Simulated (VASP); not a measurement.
# LiF (Fm-3m) in VASP: settings compared

LiF is run at these levels: PBE, PBEsol; tasks: single point.

Program: VASP 6.6.1. These are calculated values, not measurements. Logs are shortened: lines on timing, memory, paths and dates and some standing lists are left out, and cuts for length are marked.

## (1) The cell of the first run

Symmetry: Fm-3m, No. 225, cubic system. Conventional cell: a = 4.028 Å, b = 4.028 Å, c = 4.028 Å, α = 90.00°, β = 90.00°, γ = 90.00°. Within 2.7 Å of Li (site symmetry m-3m) lie 6 F at 2.01 Å. F (site symmetry m-3m) has 6 Li at 2.01 Å within 2.7 Å.

## (2) Single point, PBE

INCAR

```
  PREC = Accurate
  ENCUT = 520
  EDIFF = 1E-6
  ISMEAR = -1
  SIGMA = 0.03
  LREAL = F
  LASPH = T
  NELM = 80
  ALGO = Normal
  ISIF = 2
  LWAVE = F
  LCHARG = F
  GGA = PE
  NBANDS = 12
```

KPOINTS

```
Automatic mesh
0
Gamma
  10 10 10
```

POSCAR

```
LiF
1.0
    0.0000000000      2.0140000000      2.0140000000
    2.0140000000      0.0000000000      2.0140000000
    2.0140000000      2.0140000000      0.0000000000
Li F
1 1
Direct
    0.0000000000      0.0000000000      0.0000000000
    0.5000000000      0.5000000000      0.5000000000
```

Potentials or basis: VASP PAW PBE potentials, release 64 (Li_sv, F).

Launch:

```console
cat potpaw_PBE.64/Li_sv/POTCAR potpaw_PBE.64/F/POTCAR > POTCAR
mpirun -np 1 vasp_std > vasp.out
```

OUTCAR:

```text
PREC = Accurate
   ENCUT = 520
   EDIFF = 1E-6
   ISMEAR = -1
   LREAL = F
   LASPH = T
   NELM = 80
   ISIF = 2
   GGA = PE

 ion  position               nearest neighbor table
   1  0.000  0.000  0.000-   2 2.01   2 2.01   2 2.01   2 2.01   2 2.01   2 2.01
   2  0.500  0.500  0.500-   1 2.01   1 2.01   1 2.01   1 2.01   1 2.01   1 2.01

  LATTYP: Found a face centered cubic cell.
 ALAT       =     4.0280000000

  Lattice vectors:

 A1 = (   0.0000000000,   2.0140000000,   2.0140000000)
 A2 = (   2.0140000000,   0.0000000000,   2.0140000000)
 A3 = (   2.0140000000,   2.0140000000,   0.0000000000)

Analysis of symmetry for initial positions (statically):
=====================================================================
 Subroutine PRICEL returns:
 Original cell was already a primitive cell.

 Routine SETGRP: Setting up the symmetry group for a
 face centered cubic supercell.

 Subroutine GETGRP returns: Found 48 space group operations
 (whereof 48 operations were pure point group operations)
 out of a pool of 48 trial point group operations.

The static configuration has the point symmetry O_h .

Analysis of symmetry for dynamics (positions and initial velocities):
=====================================================================
 Subroutine PRICEL returns:
 Original cell was already a primitive cell.

 Routine SETGRP: Setting up the symmetry group for a
 face centered cubic supercell.

 Subroutine GETGRP returns: Found 48 space group operations
 (whereof 48 operations were pure point group operations)
 out of a pool of 48 trial point group operations.

The dynamic configuration has the point symmetry O_h .

 Subroutine INISYM returns: Found 48 space group operations
 (whereof 48 operations are pure point group operations),
 and found     1 'primitive' translations

----------------------------------------------------------------------------------------

                                     Primitive cell

  volume of cell :      16.3384

  direct lattice vectors                    reciprocal lattice vectors
     0.000000000  2.014000000  2.014000000    -0.248262165  0.248262165  0.248262165
     2.014000000  0.000000000  2.014000000     0.248262165 -0.248262165  0.248262165
     2.014000000  2.014000000  0.000000000     0.248262165  0.248262165 -0.248262165

  length of vectors
     2.848226115  2.848226115  2.848226115     0.430002683  0.430002683  0.430002683

  position of ions in fractional coordinates (direct lattice)
     0.000000000  0.000000000  0.000000000
     0.500000000  0.500000000  0.500000000

  ion indices of the primitive-cell ions
   primitive index   ion index
                 1           1
                 2           2

----------------------------------------------------------------------------------------

 KPOINTS: Automatic mesh

Automatic generation of k-mesh.
 Grid dimensions read from file:
 generate k-points for:   10   10   10

 Generating k-lattice:

  Cartesian coordinates                     Fractional coordinates (reciprocal lattice)
    -0.024826216  0.024826216  0.024826216     0.100000000  0.000000000  0.000000000
     0.024826216 -0.024826216  0.024826216     0.000000000  0.100000000  0.000000000
     0.024826216  0.024826216 -0.024826216     0.000000000  0.000000000  0.100000000

  Length of vectors
     0.043000268  0.043000268  0.043000268

  Shift w.r.t. Gamma in fractional coordinates (k-lattice)
     0.000000000  0.000000000  0.000000000

 Subroutine IBZKPT returns following result:
 ===========================================

 Found     47 irreducible k-points:

 Following reciprocal coordinates:
            Coordinates               Weight
  0.000000  0.000000  0.000000      1.000000
  0.100000  0.000000  0.000000      8.000000
  0.200000  0.000000  0.000000      8.000000
  0.300000  0.000000  0.000000      8.000000
  0.400000  0.000000  0.000000      8.000000
  0.500000  0.000000  0.000000      4.000000
[... 16 lines left out ...]
  0.300000  0.300000  0.000000      6.000000
  0.400000  0.300000  0.000000     24.000000
 [... further k-points ...]
   k-points           NKPTS =     47   k-points in BZ     NKDIM =     47   number of bands    NBANDS=     12
   number of dos      NEDOS =    301   number of ions     NIONS =      2
   total plane-waves  NPLWV =  13824
   dimension x,y,z NGX =    24 NGY =   24 NGZ =   24
   dimension x,y,z NGXF=    48 NGYF=   48 NGZF=   48
   ions per type =               1   1
   NGX,Y,Z   is equivalent  to a cutoff of  14.01, 14.01, 14.01 a.u.
   NGXF,Y,Z  is equivalent  to a cutoff of  28.02, 28.02, 28.02 a.u.
 SYSTEM =  unknown system
   PREC   = accura    normal or accurate (medium, high low for compatibility)
   ISTART =      0    job   : 0-new  1-cont  2-samecut
   ICHARG =      2    charge: 1-file 2-atom 10-const
   ISPIN  =      1    spin polarized calculation?
   LNONCOLLINEAR =      F non collinear calculations
   LSORBIT =      F    spin-orbit coupling
   LASPH  =      T    aspherical Exc in radial PAW
   ENCUT  =  520.0 eV  38.22 Ry    6.18 a.u.   5.30  5.30  5.30*2*pi/ulx,y,z
   NELM   =     80;   NELMIN=  2; NELMDL= -5     # of ELM steps
   EDIFF  = 0.1E-05   stopping-criterion for ELM
   LREAL  =      F    real-space projection
   EDIFFG = 0.1E-04   stopping-criterion for IOM
   NSW    =      0    number of steps for IOM
   IBRION =     -1    ionic relax: 0-MD 1-quasi-New 2-CG
   NFREE  =      0    steps in history (QN), initial steepest desc. (CG)
   ISIF   =      2    stress and relaxation
   ISYM   =      2    0-nonsym 1-usesym 2-fastsym
   POTIM  = 0.5000    time-step for ionic-motion
   TEBEG  =    0.0;   TEEND  =   0.0 temperature during run
   PSTRESS=    0.0 pullay stress
   NELECT =      10.0000    total number of electrons
   NUPDOWN=      -1.0000    fix difference up-down
   EMIN   =  10.00;   EMAX   =-10.00  energy-range for DOS
   EFERMI =   0.00;   METHOD = LEGACY
   ISMEAR =    -1;   SIGMA  =   0.03  broadening in eV -4-tet -1-fermi 0-gaus
   EFERMI_NEDOS =   21; number of points for ismear=-14 and -15
   IALGO  =     38    algorithm
   IMIX   =      4    mixing-type and parameters
     AMIX     =   0.40;   BMIX     =  1.00
     AMIX_MAG =   1.60;   BMIX_MAG =  1.00
  volume/ion in A,a.u.               =       8.17        55.13
  Fermi-wavevector in a.u.,A,eV,Ry     =   1.389970  2.626662 26.286674  1.932016
  Thomas-Fermi vector in A             =   2.513950
   LORBIT       =      0    0 simple, 1 ext, 2 COOP (PROOUT), +10 PAW based schemes
   GGA     = PE    functional components
   LHFCALC =     F    Hartree Fock is set to
   AEXX    =    0.0000 exact exchange contribution
   IVDW    =     0    specifies the selected vdW correction
   LEPSILON=     F    determine dielectric tensor
   LRPA    =     F    only Hartree local field effects (RPA)
 non-spin polarized calculation
  energy-cutoff  :      520.00
  volume of cell :       16.34
 maximum number of plane-waves:       459
 NGX is ok and might be reduce to    24
   NGX = 11   NGY = 11   NGZ = 11

 number of electron      10.0000000 magnetization

 number of electron       9.9999992 magnetization

 Free energy of the ion-electron system (eV)
  ---------------------------------------------------
  ext. energy  EPLUGINS =         0.00000000
  ---------------------------------------------------
  free energy    TOTEN  =        -9.63754857 eV

  energy without entropy =       -9.63754857  energy(sigma->0) =       -9.63754857

 E-fermi :  -0.3221     XC(G=0):  -9.9825

 val. band max:       -1.0185886032   @ k =   0.0000   0.0000   0.0000
 cond. band min:       8.0685626890   @ k =   0.0000   0.0000   0.0000
 fundamental gap:      9.0871512922
 Fermi energy:        -0.3220630924

 k-point     1 :       0.0000    0.0000    0.0000
  band No.  band energies     occupation
      1     -41.9391      2.00000
      2     -20.9935      2.00000
      3      -1.0186      2.00000
      4      -1.0186      2.00000
      5      -1.0186      2.00000
      6       8.0686      0.00000
      7      22.9474      0.00000
      8      22.9474      0.00000
      9      22.9474      0.00000
     10      23.3054      0.00000
     11      23.3054      0.00000
     12      23.3054      0.00000

 k-point     2 :       0.1000    0.0000    0.0000
  band No.  band energies     occupation
      1     -41.9333      2.00000
      2     -20.9538      2.00000
      3      -1.3062      2.00000
      4      -1.0416      2.00000
      5      -1.0416      2.00000
      6       8.3627      0.00000
      7      20.2635      0.00000
      8      21.6928      0.00000
      9      21.6928      0.00000
     10      24.3505      0.00000
     11      24.3505      0.00000
     12      24.3982      0.00000

 k-point     3 :       0.2000    0.0000    0.0000
  band No.  band energies     occupation
      1     -41.9187      2.00000
      2     -20.8494      2.00000
      3      -1.9955      2.00000
      4      -1.1004      2.00000
      5      -1.1004      2.00000
      6       9.0146      0.00000
      7      17.7984      0.00000
      8      20.2006      0.00000
      9      20.2006      0.00000
     10      25.3699      0.00000
     11      25.7000      0.00000
     12      25.7000      0.00000

 k-point     4 :       0.3000    0.0000    0.0000
  band No.  band energies     occupation
      1     -41.9006      2.00000
      2     -20.7152      2.00000
      3      -2.7585      2.00000
      4      -1.1708      2.00000
      5      -1.1708      2.00000
      6       9.5629      0.00000
      7      16.3221      0.00000
      8      18.9557      0.00000
      9      18.9557      0.00000
     10      26.7244      0.00000
     11      27.3885      0.00000
     12      27.3885      0.00000

 k-point     5 :       0.4000    0.0000    0.0000
  band No.  band energies     occupation
      1     -41.8860      2.00000
      2     -20.6022      2.00000
      3      -3.3268      2.00000
      4      -1.2257      2.00000
      5      -1.2257      2.00000
      6       9.7503      0.00000
      7      15.7936      0.00000
      8      18.1525      0.00000
      9      18.1525      0.00000
     10      28.3057      0.00000
     11      29.1354      0.00000
     12      29.1354      0.00000
[... 228 lines left out ...]
      1     -41.8814      2.00000
      2     -20.5355      2.00000
      3      -3.0177      2.00000
      4      -2.1690      2.00000
      5      -1.2616      2.00000
      6      10.9188      0.00000
      7      14.8828      0.00000
      8      18.3903      0.00000
      9      18.3966      0.00000
     10      27.8732      0.00000
     11      28.0823      0.00000
     12      28.4217      0.00000

 k-point    22 :      -0.2000    0.2000    0.0000
  band No.  band energies     occupation
      1     -41.8948      2.00000
      2     -20.6556      2.00000
      3      -2.6196      2.00000
      4      -1.8831      2.00000
      5      -1.1279      2.00000
      6      10.2590      0.00000
      7      15.6595      0.00000
      8      18.7928      0.00000
      9      18.9598      0.00000
     10      26.2473      0.00000
     11      26.6078      0.00000
     12      29.1337      0.00000

 k-point    23 :       0.3000    0.3000    0.0000
  band No.  band energies     occupation
      1     -41.8898      2.00000
      2     -20.5755      2.00000
      3      -2.9198      2.00000
      4      -1.6806      2.00000
      5      -1.6806      2.00000
      6      11.2405      0.00000
      7      16.9129      0.00000
      8      18.0236      0.00000
      9      19.3940      0.00000
     10      19.3940      0.00000
     11      33.4601      0.00000
     12      33.5629      0.00000

 k-point    24 :       0.4000    0.3000    0.0000
  band No.  band energies     occupation
      1     -41.8789      2.00000
      2     -20.4652      2.00000
      3      -3.3352      2.00000
      4      -1.8905      2.00000
      5      -1.7788      2.00000
      6      12.0626      0.00000
      7      15.7708      0.00000
      8      17.5194      0.00000
      9      19.1436      0.00000
     10      20.2087      0.00000
     11      32.9007      0.00000
     12      33.8930      0.00000

 [... further k-points ...]
[... 5 lines left out ...]
  --------------------------------------------------------------------------------------
  -------------------------------------------------------------------------------------
  Total        0.1684272      0.1684272      0.1684272     -0.0000000      0.0000000     -0.0000000
  in kB       16.5163649     16.5163649     16.5163649     -0.0000000      0.0000000     -0.0000000
  external PRESSURE =      16.5163649 kB  Pullay stress =       0.0000000 kB

 VOLUME and BASIS-vectors are now :
 -----------------------------------------------------------------------------
  energy-cutoff  :      520.00
  volume of cell :       16.34
      direct lattice vectors                 reciprocal lattice vectors
     0.000000000  2.014000000  2.014000000    -0.248262165  0.248262165  0.248262165
     2.014000000  0.000000000  2.014000000     0.248262165 -0.248262165  0.248262165
     2.014000000  2.014000000  0.000000000     0.248262165  0.248262165 -0.248262165

 POSITION                                       TOTAL-FORCE (eV/Angst)
 -----------------------------------------------------------------------------------
      0.00000      0.00000      0.00000        -0.000000     -0.000000      0.000000
      2.01400      2.01400      2.01400         0.000000      0.000000      0.000000
 -----------------------------------------------------------------------------------
    total drift:                               -0.000000     -0.000000      0.000000

  FREE ENERGIE OF THE ION-ELECTRON SYSTEM (eV)
  ---------------------------------------------------
  free  energy   TOTEN  =        -9.6375485747 eV

  energy  without entropy=       -9.6375485747  energy(sigma->0) =       -9.63754857
```

It took 13 s on 1 thread of AMD EPYC 7R43 (Zen 3), shared host; peak memory 0.09 GiB.

Results:

* Free energy: -9.6375 eV
* Band gap on the k mesh: 9.09 eV, direct

Levels at points of the mesh, in eV from the valence-band top:
| k point | band 1 | band 2 | band 3 | band 4 | band 5 | band 6 | band 7 | band 8 | band 9 | band 10 |
| --- | --- | --- | --- | --- | --- | --- | --- | --- | --- | --- |
| (0.00, 0.00, 0.00) | -40.92 | -19.97 | 0.00 | 0.00 | 0.00 | 9.09 | 23.97 | 23.97 | 23.97 | 24.32 |
| (0.50, 0.00, 0.00) | -40.86 | -19.54 | -2.52 | -0.23 | -0.23 | 10.77 | 16.74 | 18.90 | 18.90 | 30.37 |
| (0.50, 0.50, 0.00) | -40.85 | -19.27 | -3.00 | -1.00 | -1.00 | 14.81 | 16.47 | 17.45 | 20.24 | 20.24 |

Caveat: the cutoff is under 1.25 times the usual one of these potentials, so pressure, stress and relaxed cells hold a basis-set (Pulay) error.

## (3) Single point, PBEsol

INCAR

```
SYSTEM = LiF
PREC = Accurate
ENCUT = 520
EDIFF = 1E-6
ISMEAR = -1
SIGMA = 0.03
LREAL = .FALSE.
LASPH = .TRUE.
NELM = 100
ALGO = Normal
ISIF = 2
LWAVE = .FALSE.
LCHARG = .FALSE.
GGA = PS
NBANDS = 12
```

KPOINTS

```
regular mesh
0
G
  10 10 10
  0 0 0
```

POSCAR is that of step 2.

Potentials or basis: VASP PAW PBE potentials, release 64 (Li_sv, F).

Launch:

```console
cat potpaw_PBE.64/Li_sv/POTCAR potpaw_PBE.64/F/POTCAR > POTCAR
mpirun -np 1 vasp_std > vasp.out
```

Wall time 8.9 s (1 thread of Intel Xeon 8259CL, shared host); peak memory 0.13 GiB.

It converged, with:

| Property | Result |
| --- | --- |
| Free energy | -9.8519 eV |
| Band gap on the k mesh | 8.92 eV, direct |

Levels at points of the mesh, in eV from the valence-band top:
| k point | band 3 | band 4 | band 5 | band 6 | band 7 | band 8 |
| --- | --- | --- | --- | --- | --- | --- |
| (0.00, 0.00, 0.00) | 0.00 | 0.00 | 0.00 | 8.92 | 23.83 | 23.83 |
| (0.50, 0.00, 0.00) | -2.56 | -0.23 | -0.23 | 10.57 | 16.56 | 18.74 |
| (0.50, 0.50, 0.00) | -3.06 | -1.01 | -1.01 | 14.63 | 16.19 | 17.33 |

Caveat: the cutoff is under 1.25 times the usual one of these potentials, so pressure, stress and relaxed cells hold a basis-set (Pulay) error; the PAW data sets were made with another functional, which shifts forces and pressure a little.
